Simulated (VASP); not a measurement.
Runs of VASP 6.6.1 on AlN. The structure is that of space group F-43m (No. 216), or close to it. The cells are those of the table. 

```csv
task,cell,cutoff (eV),gap on the mesh (eV),pressure (GPa)
relaxation of cell and atoms,"relaxed from a = 3.089 Å, angles 60.0°, 2 atoms",600,3.18,0.0
single point,"a = 3.049 Å, angles 60.0°, 2 atoms",520,3.20,(a)
single point,"a = 2.975 Å, angles 60.0°, 2 atoms",520,3.23,30.3
relaxation of cell and atoms,"relaxed to 30 GPa from a = 3.089 Å, angles 60.0°, 2 atoms",600,3.23,30.0
relaxation of cell and atoms,"relaxed to 20 GPa from a = 3.089 Å, angles 60.0°, 2 atoms",600,3.22,19.9
single point,"a = 3.095 Å, angles 60.0°, 2 atoms",520,3.18,0.0
single point,"a = 2.945 Å, angles 60.0°, 2 atoms",520,3.24,40.4
single point,"a = 3.009 Å, angles 60.0°, 2 atoms",520,3.22,20.1
relaxation of cell and atoms,"relaxed to 10 GPa from a = 3.089 Å, angles 60.0°, 2 atoms",600,3.20,10.0
relaxation of cell and atoms,"relaxed to 40 GPa from a = 3.089 Å, angles 60.0°, 2 atoms",600,3.24,40.0
```

Alike in all rows: level PBEsol; potentials or basis VASP PAW PBE potentials, release 64 (Al, N); no spin polarisation; k mesh 8 × 8 × 8; smearing gaussian 0.01 eV.

**Question.** Fill in the values left out.

**Answer.** (a) 10.1.

Caveats: the PAW data sets were made with another functional, which shifts forces and pressure a little; the cell is relaxed towards a set pressure, so the enthalpy falls and the energy may rise (some runs).

A k mesh can miss the band edges.
